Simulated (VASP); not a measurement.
Wanted: the native input for a VASP 6.6.1 run.

| Property | Result |
| --- | --- |
| Task | single point |
| Functional | PBE |
| Potentials or basis | VASP PAW PBE potentials, release 64 (Mg, S) |
| Cutoff | 520 eV |
| k mesh | 9 × 9 × 2 |
| Occupations | gaussian, width 0.02 eV |
| Spin | no spin polarisation |
| Dipole correction | no |
| Further INCAR settings | ALGO = Normal; EDIFF = 1e-06; NBANDS = 31 |

The structure of MgS lies in POSCAR:

```
MgS
1.0
    4.0377530029      0.0000000000      0.0000000000
   -2.0188765014      3.4967966747      0.0000000000
    0.0000000000      0.0000000000     16.3720946661
Mg S
5 5
Direct
    0.0000000000      0.0000000000      0.0003691336
    0.3333333333      0.6666666667      0.1995894231
    0.0000000000      0.0000000000      0.3988112126
    0.6666666667      0.3333333333      0.5993550035
    0.3333333333      0.6666666667      0.7998460074
    0.0000000000      0.0000000000      0.1508893948
    0.3333333333      0.6666666667      0.3501462751
    0.0000000000      0.0000000000      0.5498283558
    0.6666666667      0.3333333333      0.7503396055
    0.3333333333      0.6666666667      0.9508255887
```

One way to write it, as run:

INCAR

```
PREC = Accurate ; ENCUT = 520
EDIFF = 1E-6 ; ISMEAR = 0
SIGMA = 0.02 ; LREAL = F
LASPH = T ; NELM = 60
ALGO = Normal ; ISIF = 2
LWAVE = F ; LCHARG = F
GGA = PE ; NBANDS = 31
```

KPOINTS

```
Automatic mesh
0
Gamma
  9 9 2
```

Potentials or basis: VASP PAW PBE potentials, release 64 (Mg, S).

Command:

```console
$ cat potpaw_PBE.64/Mg/POTCAR potpaw_PBE.64/S/POTCAR > POTCAR
$ mpirun -np 1 vasp_std > vasp.out
```

Results of the run:

```json
{
  "Pressure": "-0.2 GPa",
  "Band gap on the k mesh": "3.36 eV, direct"
}
```

Wall time 2.3 min on 1 thread of Intel(R) Xeon(R) 6975P-C (Granite Rapids) (shared host), peak memory 0.39 GiB.
